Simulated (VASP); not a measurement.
# MnC6 (P6/mmm) in VASP: a series of runs, part 2 of 2

VASP 6.6.1. The steps go on from the part before.

## Step 3: Single point, PBE, collinear spin, ferromagnetic start

This run uses another cell than the first one, of 8.50 Å³/atom.

INCAR reads:

```
SYSTEM = MnC6
  PREC = Accurate
  ENCUT = 520
  EDIFF = 1E-6
  ISMEAR = 0
  SIGMA = 0.2
  LREAL = .False.
  LASPH = .True.
  NELM = 150
  ALGO = Normal
  ISIF = 2
  LWAVE = .False.
  LCHARG = .False.
  ISPIN = 2
  MAGMOM = 3.28 0 0 0 0 0 0
  LORBIT = 11
  LMAXMIX = 4
  GGA = PE
  NBANDS = 32
```

KPOINTS reads:

```
regular mesh
0
Gamma
  6 6 6
  0 0 0
```

POSCAR reads:

```
MnC6
1.0
    0.0000000000      0.0000000000      3.6284304857
    4.3521798554      0.0000000000      0.0000000000
   -2.1760899277      3.7690983167      0.0000000000
Mn C
1 6
Direct
    0.0000000000      0.0000000000      0.0000000000
    0.5000000000      0.3343049923      0.0000000000
    0.5000000000      0.6656950077      0.0000000000
    0.5000000000      1.0000000000      0.3343049923
    0.5000000000      1.0000000000      0.6656950077
    0.5000000000      0.6656950077      0.6656950077
    0.5000000000      0.3343049923      0.3343049923
```

Potentials or basis: VASP PAW PBE potentials, release 64 (Mn_pv, C).

Launch:

```console
> cat potpaw_PBE.64/Mn_pv/POTCAR potpaw_PBE.64/C/POTCAR > POTCAR
> mpirun -np 1 vasp_std > vasp.out
```

OUTCAR:

```text
SYSTEM = MnC6
   PREC = Accurate
   ENCUT = 520
   EDIFF = 1E-6
   ISMEAR = 0
   LREAL = .False.
   LASPH = .True.
   NELM = 150
   ISIF = 2
   ISPIN = 2
   LORBIT = 11
   GGA = PE

 ion  position               nearest neighbor table
   1  0.000  0.000  0.000-   2 2.33   3 2.33   2 2.33   3 2.33   6 2.33   7 2.33   4 2.33   5 2.33
                             4 2.33   5 2.33   6 2.33   7 2.33
   2  0.500  0.334  0.000-   3 1.44   5 1.45   7 1.45   1 2.33   1 2.33
   3  0.500  0.666  0.000-   2 1.44   4 1.45   6 1.45   1 2.33   1 2.33
   4  0.500  0.000  0.334-   5 1.44   7 1.45   3 1.45   1 2.33   1 2.33
   5  0.500  0.000  0.666-   4 1.44   6 1.45   2 1.45   1 2.33   1 2.33
   6  0.500  0.666  0.666-   7 1.44   5 1.45   3 1.45   1 2.33   1 2.33
   7  0.500  0.334  0.334-   6 1.44   4 1.45   2 1.45   1 2.33   1 2.33

  LATTYP: Found a hexagonal cell.
 ALAT       =     4.3521798554
 C/A-ratio  =     0.8337041681

  Lattice vectors:

[... 1810 lines left out ...]
  Total        0.2991530      0.2991530      0.1398582      0.0000000      0.0000000      0.0000000
  in kB        8.0526885      8.0526885      3.7647438      0.0000000      0.0000000      0.0000000
  external PRESSURE =       6.6233736 kB  Pullay stress =       0.0000000 kB

 VOLUME and BASIS-vectors are now :
 -----------------------------------------------------------------------------
  energy-cutoff  :      520.00
  volume of cell :       59.52
      direct lattice vectors                 reciprocal lattice vectors
     0.000000000  0.000000000  3.628430486     0.000000000  0.000000000  0.275601256
     4.352179855  0.000000000  0.000000000     0.229769916  0.132657723  0.000000000
    -2.176089928  3.769098317  0.000000000     0.000000000  0.265315446  0.000000000

 POSITION                                       TOTAL-FORCE (eV/Angst)
 -----------------------------------------------------------------------------------
      0.00000      0.00000      0.00000         0.000000     -0.000000     -0.000000
      1.45496      0.00000      1.81422         0.019506     -0.000000     -0.000000
      2.89722      0.00000      1.81422        -0.019506     -0.000000     -0.000000
     -0.72748      1.26003      1.81422        -0.009753      0.016892      0.000000
     -1.44861      2.50907      1.81422         0.009753     -0.016892      0.000000
      1.44861      2.50907      1.81422        -0.009753     -0.016892      0.000000
      0.72748      1.26003      1.81422         0.009753      0.016892     -0.000000
 -----------------------------------------------------------------------------------
    total drift:                                0.000000     -0.000000     -0.000000

  FREE ENERGIE OF THE ION-ELECTRON SYSTEM (eV)
  ---------------------------------------------------
  free  energy   TOTEN  =       -61.6573001164 eV

  energy  without entropy=      -61.6199354207  energy(sigma->0) =      -61.63861777

 total charge

# of ion       s       p       d       tot
------------------------------------------
    1        0.204   6.199   5.256  11.659
    2        0.840   1.770   0.000   2.610
    3        0.840   1.770   0.000   2.610
    4        0.840   1.770   0.000   2.610
    5        0.840   1.770   0.000   2.610
    6        0.840   1.770   0.000   2.610
    7        0.840   1.770   0.000   2.610
--------------------------------------------------
tot          5.245  16.816   5.256  27.316

 magnetization (x)

# of ion       s       p       d       tot
------------------------------------------
    1        0.007   0.015   3.112   3.134
    2        0.002  -0.018   0.000  -0.016
    3        0.002  -0.018   0.000  -0.016
    4        0.002  -0.018   0.000  -0.016
    5        0.002  -0.018   0.000  -0.016
    6        0.002  -0.018   0.000  -0.016
    7        0.002  -0.018   0.000  -0.016
--------------------------------------------------
tot          0.019  -0.091   3.112   3.040
```

stdout:

```text
POSCAR found type information on POSCAR MnC
 POSCAR found :  2 types and       7 ions
 scaLAPACK will be used
 LDA part: xc-table for (Slater+PW92), standard interpolation
 POSCAR, INCAR and KPOINTS ok, starting setup
 FFT: planning ... GRIDC
 FFT: planning ... GRID_SOFT
 FFT: planning ... GRID
 WAVECAR not read
 entering main loop
```

It took 54 s on 1 thread of Intel Xeon 6975P-C (Granite Rapids), shared host; peak memory 0.24 GiB.

What came out:

```
Free energy                                           : -61.6573 eV
Pressure                                              : 0.7 GPa
Largest force                                         : 0.020 eV/Å
Band gap on the k mesh                                : zero (filled and empty bands overlap)
Net moment                                            : 3.01 μB per cell
Site moments                                          : Mn +3.13; C -0.02 μB
Valence electrons inside the program's atomic spheres : Mn 11.66; C 2.61
```

Forces on the atoms (eV/Å):
```
Mn   0.000  0.000  0.000
C    0.020  0.000  0.000
C   -0.020  0.000  0.000
C   -0.010  0.017  0.000
C    0.010 -0.017  0.000
C   -0.010 -0.017  0.000
C    0.010  0.017  0.000
```

Stress tensor (GPa, compression positive):
```
0.81 0.00 0.00
0.00 0.81 0.00
0.00 0.00 0.38
```

## Step 4: Relaxation of cell and atoms, PBE, collinear spin, ferromagnetic start

This run uses another cell than the first one, of 10.38 Å³/atom.

INCAR reads:

```
PREC = Accurate
ENCUT = 600
EDIFF = 1E-6
ISMEAR = 0
SIGMA = 0.2
LREAL = F
LASPH = T
NELM = 150
ALGO = Normal
ISIF = 3
LWAVE = F
LCHARG = F
ISPIN = 2
MAGMOM = 4 0 0 0 0 0 0
LORBIT = 11
LMAXMIX = 4
GGA = PE
IBRION = 2
NSW = 36
EDIFFG = -0.08
```

KPOINTS reads:

```
regular mesh
0
Gamma
  4 4 4
```

POSCAR reads:

```
MnC6
1.0
    4.2657803900      0.0000000000      0.0000000000
   -2.1328902000      3.6942741900      0.0000000000
    0.0000000000      0.0000000000      4.6129194200
Mn C
1 6
Direct
    0.0000000000      0.0000000000      0.0000000000
    0.3328968300      0.0000000000      0.5000000000
    0.6671031700      0.0000000000      0.5000000000
    0.0000000000      0.3328968300      0.5000000000
    0.0000000000      0.6671031700      0.5000000000
    0.6671031700      0.6671031700      0.5000000000
    0.3328968300      0.3328968300      0.5000000000
```

Launch:

```console
> cat potpaw_PBE.64/Mn_pv/POTCAR potpaw_PBE.64/C/POTCAR > POTCAR
> mpirun -np 1 vasp_std > vasp.out
```

Wall time 9 min (1 thread of Intel Xeon 6975P-C (Granite Rapids), shared host); peak memory 0.28 GiB.

Results (log left out):

| Quantity | Value |
| --- | --- |
| Free energy | -61.6662 eV |
| Relaxed volume | 8.53 Å³/atom |
| Relaxed cell | a = 4.350 Å, b = 4.350 Å, c = 3.643 Å, α = 90.00°, β = 90.00°, γ = 120.00° |
| Space group after relaxing (to 0.1 Å) | P6/mmm (No. 191) |
| Energy gained by relaxing | 92.0 meV/atom |
| Ionic steps | 22 |
| Pressure after relaxing | 0.2 GPa |
| Largest force after relaxing | 0.005 eV/Å |
| Band gap on the k mesh | zero (filled and empty bands overlap) |
| Net moment | 3.03 μB per cell |
| Site moments | Mn +3.12; C -0.01 μB |
| Valence electrons inside the program's atomic spheres | Mn 11.65; C 2.61 |

Forces on the atoms (eV/Å):
```
Mn   0.000  0.000  0.000
C   -0.005  0.000  0.000
C    0.005  0.000  0.000
C    0.002 -0.004  0.000
C   -0.002  0.004  0.000
C    0.002  0.004  0.000
C   -0.002 -0.004  0.000
```

Stress tensor (GPa, compression positive):
```
 0.32  0.00  0.00
 0.00  0.32  0.00
 0.00  0.00 -0.16
```

The path:
```csv
step,energy change (eV),largest force (eV/Å),pressure (GPa),volume (Å³)
1,0.0000,0.4036,4.52,72.69
2,0.0862,1.2067,-8.02,75.80
3,-0.0349,0.2218,-0.16,73.75
4,-0.0326,0.4185,-2.80,73.99
5,-0.0392,0.0707,-1.34,73.86
6,-0.0485,0.1118,-1.21,73.23
7,-0.0900,0.2107,-0.91,71.36
8,-0.2623,0.3145,-0.14,67.62
9,-0.5617,0.8339,6.11,60.17
10,-0.5636,0.9603,8.56,58.39
11,-0.5676,0.9005,7.26,59.29
12,-0.5687,0.8961,7.29,59.23
13,-0.5717,0.8827,7.39,59.06
14,-0.5765,0.8552,7.63,58.72
15,-0.5800,0.7981,8.22,58.04
16,-0.5850,0.7553,7.90,58.10
17,-0.5987,0.6284,7.02,58.28
18,-0.6201,0.3786,5.30,58.62
19,-0.6405,0.1036,2.08,59.32
20,-0.6411,0.1945,1.54,59.46
21,-0.6424,0.1463,1.16,59.52
22,-0.6442,0.0050,0.16,59.71
```

Final structure:
```cif
data_structure
_symmetry_space_group_name_H-M 'P 1'
_symmetry_Int_Tables_number 1
_cell_length_a 4.3501
_cell_length_b 4.3501
_cell_length_c 3.6435
_cell_angle_alpha 90.000
_cell_angle_beta 90.000
_cell_angle_gamma 120.000
_cell_volume 59.71
loop_
_atom_site_label
_atom_site_type_symbol
_atom_site_fract_x
_atom_site_fract_y
_atom_site_fract_z
_atom_site_occupancy
Mn1 Mn 0.00000 0.00000 0.00000 1
C1 C 0.33433 0.00000 0.50000 1
C2 C 0.66567 0.00000 0.50000 1
C3 C 0.00000 0.33433 0.50000 1
C4 C 0.00000 0.66567 0.50000 1
C5 C 0.66567 0.66567 0.50000 1
C6 C 0.33433 0.33433 0.50000 1
```

Levels at points of the mesh, in eV from the Fermi level:
Spin up:
```
           k point  band 17  band 18  band 19  band 20  band 21  band 22  band 23  band 24
(0.00, 0.00, 0.00)    -1.93    -1.93    -1.35    -1.35     1.37     1.70     1.70     6.10
(0.50, 0.00, 0.00)    -2.12    -1.88    -0.83    -0.09     0.22     2.75     3.15     4.36
(0.00, 0.00, 0.50)    -2.98    -2.54    -1.74    -1.74     0.07     0.07     6.08     6.48
(0.50, 0.00, 0.50)    -2.56    -2.16    -1.55    -1.46     0.78     3.76     4.85     4.99
```
Spin down:
```tsv
k point	band 13	band 14	band 15	band 16	band 17	band 18	band 19	band 20	band 21	band 22
(0.00, 0.00, 0.00)	-4.73	-3.69	-3.69	-1.49	-1.49	-0.85	0.60	0.60	2.83	3.80
(0.50, 0.00, 0.00)	-7.10	-6.71	-4.97	-0.15	0.12	0.28	0.79	2.00	2.05	2.92
(0.00, 0.00, 0.50)	-4.65	-3.32	-3.32	-3.00	-3.00	-0.19	1.33	1.33	2.07	2.07
(0.50, 0.00, 0.50)	-7.87	-7.72	-5.05	-2.47	-0.34	0.40	1.56	1.58	2.48	3.66
```

Caveat: the k points lie up to 0.43 Å⁻¹ apart in the final cell, too coarse for converged energies and pressures of a metal; the volume moved by over 15 % at a fixed basis, so the end points are rough.

## Step 5: Summary

| task | cell | k mesh | cutoff (eV) | gap on the mesh (eV) | pressure (GPa) | moment (μB) | largest force (eV/Å) |
| --- | --- | --- | --- | --- | --- | --- | --- |
| single point | a = 4.351, b = 4.351, c = 3.655 Å, angles 90.0, 90.0, 120.0°, 7 atoms, atomic positions A | 4 × 4 × 4 | 520 | none | 0.2 | 3.04 | 0.06 |
| single point | a = 3.628, b = 4.352, c = 4.352 Å, angles 120.0, 90.0, 90.0°, 7 atoms, atomic positions B | 6 × 6 × 6 | 520 | none | 0.7 | 3.01 | 0.02 |
| relaxation of cell and atoms | relaxed from a = 4.266, b = 4.266, c = 4.613 Å, angles 90.0, 90.0, 120.0°, 7 atoms, atomic positions C | 4 × 4 × 4 | 600 | none | 0.2 | 3.03 | - |

Alike in all rows: level PBE; potentials or basis VASP PAW PBE potentials, release 64 (Mn_pv, C); spin collinear, ferromagnetic start; smearing gaussian 0.2 eV.

Caveats: some runs use coarse meshes; the volume moved by over 15 % at a fixed basis, so the end points are rough (at least some runs).

Absolute energies hang on the potentials; compare differences alone.
